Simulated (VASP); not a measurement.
# In3Se (Pm-3m) in VASP: single point with r2SCAN

Aim: the single point of In3Se with r2SCAN.

All numbers are computed with VASP 6.6.1; they aren't measurements. Logs are shortened: lines on timing, memory, paths and dates and some standing lists are left out, and cuts for length are marked.

## 1. The cell of the first run

It takes space group Pm-3m (No. 221, cubic). The conventional cell has a = 4.743 Å, b = 4.743 Å, c = 4.743 Å, α = 90.00°, β = 90.00°, γ = 90.00°. In (site symmetry 4/mmm) has 8 In at 3.35 Å and 4 Se at 3.35 Å within 4.4 Å. Within 4.4 Å of Se (site symmetry m-3m) lie 12 In at 3.35 Å.

## 2. Single point, r2SCAN

Contents of POSCAR:

```
In3Se
1.0
    4.7432691255      0.0000000000      0.0000000000
    0.0000000000      4.7432691255      0.0000000000
    0.0000000000      0.0000000000      4.7432691255
In Se
3 1
Direct
    0.0000000000      0.5000000000      0.5000000000
    0.5000000000      0.0000000000      0.5000000000
    0.5000000000      0.5000000000      0.0000000000
    0.0000000000      0.0000000000      0.0000000000
```

Contents of INCAR.step1:

```
ALGO = Normal
EDIFF = 1E-4
ENCUT = 520
GGA = PE
ISMEAR = 0
LASPH = T
LCHARG = F
LREAL = F
LWAVE = T
NBANDS = 30
NELM = 80
PREC = Accurate
SIGMA = 0.1
```

Contents of INCAR.step2:

```
ALGO = Normal
EDIFF = 1E-7
ENCUT = 520
ISIF = 2
ISMEAR = 0
ISTART = 1
LASPH = T
LCHARG = F
LMIXTAU = T
LREAL = F
LWAVE = F
METAGGA = R2SCAN
NBANDS = 30
NELM = 80
PREC = Accurate
SIGMA = 0.1
```

Contents of KPOINTS:

```
k-points
0
Gamma
  10 10 10
```

Potentials or basis: VASP PAW PBE potentials, release 64 (In_d, Se).

Run with:

```sh
cat potpaw_PBE.64/In_d/POTCAR potpaw_PBE.64/Se/POTCAR > POTCAR
cp INCAR.step1 INCAR
mpirun -np 1 vasp_std > vasp.out
cp INCAR.step2 INCAR
mpirun -np 1 vasp_std > vasp.out
```

OUTCAR:

```text
EDIFF = 1E-7
   ENCUT = 520
   ISIF = 2
   ISMEAR = 0
   ISTART = 1
   LASPH = T
   LREAL = F
   METAGGA = R2SCAN
   NELM = 80
   PREC = Accurate

 ion  position               nearest neighbor table
   1  0.000  0.500  0.500-   2 3.35   3 3.35   4 3.35   3 3.35   4 3.35   2 3.35   4 3.35   4 3.35
                             2 3.35   3 3.35   3 3.35   2 3.35
   2  0.500  0.000  0.500-   1 3.35   3 3.35   4 3.35   3 3.35   4 3.35   1 3.35   3 3.35   3 3.35
                             1 3.35   4 3.35   4 3.35   1 3.35
   3  0.500  0.500  0.000-   1 3.35   2 3.35   4 3.35   1 3.35   2 3.35   2 3.35   4 3.35   2 3.35
                             1 3.35   4 3.35   1 3.35   4 3.35
   4  0.000  0.000  0.000-   1 3.35   2 3.35   3 3.35   1 3.35   2 3.35   1 3.35   3 3.35   1 3.35
                             2 3.35   3 3.35   2 3.35   3 3.35

  LATTYP: Found a simple cubic cell.
 ALAT       =     4.7432691255

  Lattice vectors:

 A1 = (   4.7432691255,   0.0000000000,   0.0000000000)
 A2 = (   0.0000000000,   4.7432691255,   0.0000000000)
 A3 = (   0.0000000000,   0.0000000000,   4.7432691255)

Analysis of symmetry for initial positions (statically):
=====================================================================
 Subroutine PRICEL returns:
 Original cell was already a primitive cell.

 Routine SETGRP: Setting up the symmetry group for a
 simple cubic supercell.

 Subroutine GETGRP returns: Found 48 space group operations
 (whereof 48 operations were pure point group operations)
 out of a pool of 48 trial point group operations.

The static configuration has the point symmetry O_h .

Analysis of symmetry for dynamics (positions and initial velocities):
=====================================================================
 Subroutine PRICEL returns:
 Original cell was already a primitive cell.

 Routine SETGRP: Setting up the symmetry group for a
 simple cubic supercell.

 Subroutine GETGRP returns: Found 48 space group operations
 (whereof 48 operations were pure point group operations)
 out of a pool of 48 trial point group operations.

The dynamic configuration has the point symmetry O_h .

 Subroutine INISYM returns: Found 48 space group operations
 (whereof 48 operations are pure point group operations),
 and found     1 'primitive' translations

----------------------------------------------------------------------------------------

                                     Primitive cell

  volume of cell :     106.7169

  direct lattice vectors                    reciprocal lattice vectors
     4.743269126  0.000000000  0.000000000     0.210825060  0.000000000  0.000000000
     0.000000000  4.743269126  0.000000000     0.000000000  0.210825060  0.000000000
     0.000000000  0.000000000  4.743269126     0.000000000  0.000000000  0.210825060

  length of vectors
     4.743269126  4.743269126  4.743269126     0.210825060  0.210825060  0.210825060

  position of ions in fractional coordinates (direct lattice)
     0.000000000  0.500000000  0.500000000
     0.500000000  0.000000000  0.500000000
     0.500000000  0.500000000  0.000000000
     0.000000000  0.000000000  0.000000000

  ion indices of the primitive-cell ions
   primitive index   ion index
                 1           1
                 2           2
                 3           3
                 4           4

----------------------------------------------------------------------------------------

 KPOINTS: k-points

Automatic generation of k-mesh.
 Grid dimensions read from file:
 generate k-points for:   10   10   10

 Generating k-lattice:

  Cartesian coordinates                     Fractional coordinates (reciprocal lattice)
     0.021082506  0.000000000  0.000000000     0.100000000  0.000000000  0.000000000
     0.000000000  0.021082506  0.000000000     0.000000000  0.100000000  0.000000000
     0.000000000  0.000000000  0.021082506     0.000000000  0.000000000  0.100000000

  Length of vectors
     0.021082506  0.021082506  0.021082506

  Shift w.r.t. Gamma in fractional coordinates (k-lattice)
     0.000000000  0.000000000  0.000000000

 Subroutine IBZKPT returns following result:
 ===========================================

 Found     56 irreducible k-points:

 Following reciprocal coordinates:
            Coordinates               Weight
  0.000000  0.000000  0.000000      1.000000
  0.100000  0.000000  0.000000      6.000000
  0.200000  0.000000  0.000000      6.000000
  0.300000  0.000000  0.000000      6.000000
  0.400000  0.000000  0.000000      6.000000
  0.500000  0.000000  0.000000      3.000000
[... 16 lines left out ...]
  0.200000  0.100000  0.100000     24.000000
  0.300000  0.100000  0.100000     24.000000
 [... further k-points ...]
   k-points           NKPTS =     56   k-points in BZ     NKDIM =     56   number of bands    NBANDS=     30
   number of dos      NEDOS =    301   number of ions     NIONS =      4
   total plane-waves  NPLWV =  46656
   dimension x,y,z NGX =    36 NGY =   36 NGZ =   36
   dimension x,y,z NGXF=    72 NGYF=   72 NGZF=   72
   ions per type =               3   1
   NGX,Y,Z   is equivalent  to a cutoff of  12.62, 12.62, 12.62 a.u.
   NGXF,Y,Z  is equivalent  to a cutoff of  25.24, 25.24, 25.24 a.u.
 SYSTEM =  unknown system
   PREC   = accura    normal or accurate (medium, high low for compatibility)
   ISTART =      1    job   : 0-new  1-cont  2-samecut
   ICHARG =      0    charge: 1-file 2-atom 10-const
   ISPIN  =      1    spin polarized calculation?
   LNONCOLLINEAR =      F non collinear calculations
   LSORBIT =      F    spin-orbit coupling
   LASPH  =      T    aspherical Exc in radial PAW
   ENCUT  =  520.0 eV  38.22 Ry    6.18 a.u.   8.82  8.82  8.82*2*pi/ulx,y,z
   NELM   =     80;   NELMIN=  2; NELMDL=  0     # of ELM steps
   EDIFF  = 0.1E-06   stopping-criterion for ELM
   LREAL  =      F    real-space projection
   EDIFFG = 0.1E-05   stopping-criterion for IOM
   NSW    =      0    number of steps for IOM
   IBRION =     -1    ionic relax: 0-MD 1-quasi-New 2-CG
   NFREE  =      0    steps in history (QN), initial steepest desc. (CG)
   ISIF   =      2    stress and relaxation
   ISYM   =      2    0-nonsym 1-usesym 2-fastsym
   POTIM  = 0.5000    time-step for ionic-motion
   TEBEG  =    0.0;   TEEND  =   0.0 temperature during run
   PSTRESS=    0.0 pullay stress
   NELECT =      45.0000    total number of electrons
   NUPDOWN=      -1.0000    fix difference up-down
   EMIN   =  10.00;   EMAX   =-10.00  energy-range for DOS
   EFERMI =   0.00;   METHOD = LEGACY
   ISMEAR =     0;   SIGMA  =   0.10  broadening in eV -4-tet -1-fermi 0-gaus
   EFERMI_NEDOS =   21; number of points for ismear=-14 and -15
   IALGO  =     38    algorithm
   IMIX   =      4    mixing-type and parameters
     AMIX     =   0.40;   BMIX     =  1.00
     AMIX_MAG =   1.60;   BMIX_MAG =  1.00
  volume/ion in A,a.u.               =      26.68       180.04
  Fermi-wavevector in a.u.,A,eV,Ry     =   1.227631  2.319887 20.505045  1.507078
  Thomas-Fermi vector in A             =   2.362587
   LORBIT       =      0    0 simple, 1 ext, 2 COOP (PROOUT), +10 PAW based schemes
   METAGGA = R2SCAN    functional components
   LHFCALC =     F    Hartree Fock is set to
   AEXX    =    0.0000 exact exchange contribution
   IVDW    =     0    specifies the selected vdW correction
   LEPSILON=     F    determine dielectric tensor
   LRPA    =     F    only Hartree local field effects (RPA)
 non-spin polarized calculation
 Gauss-broadening in eV      SIGMA  =   0.10
  energy-cutoff  :      520.00
  volume of cell :      106.72
 maximum number of plane-waves:      2899
 NGX is ok and might be reduce to    36
   NGX = 17   NGY = 17   NGZ = 17

 number of electron      45.0000046 magnetization

 Free energy of the ion-electron system (eV)
  ---------------------------------------------------
  ext. energy  EPLUGINS =         0.00000000
  ---------------------------------------------------
  free energy    TOTEN  =       -82.50431784 eV

  energy without entropy =      -82.49529680  energy(sigma->0) =      -82.49980732

 E-fermi :   6.3165     XC(G=0): -10.5265

 val. band max:        6.2513412235   @ k =   0.5000   0.1000   0.0000
 cond. band min:       6.3181690958   @ k =   0.5000   0.4000   0.0000
 fundamental gap:      0.0668278723
 Fermi energy:         6.3165049732

 k-point     1 :       0.0000    0.0000    0.0000
  band No.  band energies     occupation
      1      -9.1534      2.00000
      2      -9.1464      2.00000
      3      -9.1464      2.00000
      4      -9.1464      2.00000
      5      -9.0189      2.00000
      6      -9.0189      2.00000
[... 22 lines left out ...]
     29      12.1528      0.00000
     30      13.6221      0.00000

 k-point     2 :       0.1000    0.0000    0.0000
  band No.  band energies     occupation
      1      -9.1445      2.00000
      2      -9.1433      2.00000
      3      -9.1362      2.00000
      4      -9.1362      2.00000
      5      -9.0177      2.00000
      6      -9.0123      2.00000
[... 22 lines left out ...]
     29      12.4343      0.00000
     30      13.6699      0.00000

 k-point     3 :       0.2000    0.0000    0.0000
  band No.  band energies     occupation
      1      -9.1394      2.00000
      2      -9.1146      2.00000
      3      -9.1063      2.00000
      4      -9.1063      2.00000
      5      -9.0143      2.00000
      6      -8.9935      2.00000
[... 22 lines left out ...]
     29      13.0816      0.00000
     30      13.8110      0.00000

 k-point     4 :       0.3000    0.0000    0.0000
  band No.  band energies     occupation
      1      -9.1328      2.00000
      2      -9.0728      2.00000
      3      -9.0595      2.00000
      4      -9.0595      2.00000
      5      -9.0093      2.00000
      6      -8.9660      2.00000
[... 616 lines left out ...]
     29      12.7374      0.00000
     30      13.4059      0.00000

 k-point    23 :       0.2000    0.1000    0.1000
  band No.  band energies     occupation
      1      -9.1280      2.00000
      2      -9.1071      2.00000
      3      -9.0970      2.00000
      4      -9.0835      2.00000
      5      -9.0026      2.00000
      6      -8.9860      2.00000
[... 22 lines left out ...]
     29      12.4306      0.00000
     30      13.2696      0.00000

 k-point    24 :       0.3000    0.1000    0.1000
  band No.  band energies     occupation
      1      -9.1179      2.00000
      2      -9.0764      2.00000
      3      -9.0572      2.00000
      4      -9.0366      2.00000
      5      -8.9972      2.00000
      6      -8.9563      2.00000
[... 22 lines left out ...]
     29      11.5663      0.00000
     30      13.6222      0.00000

 [... further k-points ...]

------------------------ aborting loop because EDIFF is reached ----------------------------------------

  FORCE on cell =-STRESS in cart. coord.  units (eV):
  Direction    XX          YY          ZZ          XY          YZ          ZX
  --------------------------------------------------------------------------------------
  -------------------------------------------------------------------------------------
  Total       -0.0003049     -0.0003049     -0.0003049     -0.0000000     -0.0000000      0.0000000
  in kB       -0.0045778     -0.0045778     -0.0045778     -0.0000000     -0.0000000      0.0000000
  external PRESSURE =      -0.0045778 kB  Pullay stress =       0.0000000 kB

 VOLUME and BASIS-vectors are now :
 -----------------------------------------------------------------------------
  energy-cutoff  :      520.00
  volume of cell :      106.72
      direct lattice vectors                 reciprocal lattice vectors
     4.743269126  0.000000000  0.000000000     0.210825060  0.000000000  0.000000000
     0.000000000  4.743269126  0.000000000     0.000000000  0.210825060  0.000000000
     0.000000000  0.000000000  4.743269126     0.000000000  0.000000000  0.210825060

 POSITION                                       TOTAL-FORCE (eV/Angst)
 -----------------------------------------------------------------------------------
      0.00000      2.37163      2.37163         0.000000      0.000000      0.000000
      2.37163      0.00000      2.37163         0.000000      0.000000      0.000000
      2.37163      2.37163      0.00000         0.000000      0.000000      0.000000
      0.00000      0.00000      0.00000         0.000000      0.000000      0.000000
 -----------------------------------------------------------------------------------
    total drift:                                0.000000      0.000000      0.000000

  FREE ENERGIE OF THE ION-ELECTRON SYSTEM (eV)
  ---------------------------------------------------
  free  energy   TOTEN  =       -82.5043178384 eV

  energy  without entropy=      -82.4952968017  energy(sigma->0) =      -82.49980732
```

Run time: 3.8 min. Hardware: 1 thread of Intel Xeon 6975P-C (Granite Rapids), shared host; peak memory 0.31 GiB.

What came out:

- Free energy: -82.5043 eV
- Pressure: 0.0 GPa
- Band gap on the k mesh: zero (an odd number of electrons rules out a gap without spin polarisation)

Caveat: the PAW data sets were made with another functional, which shifts forces and pressure a little; spin-orbit coupling is left out, which moves the levels of the heavy elements.
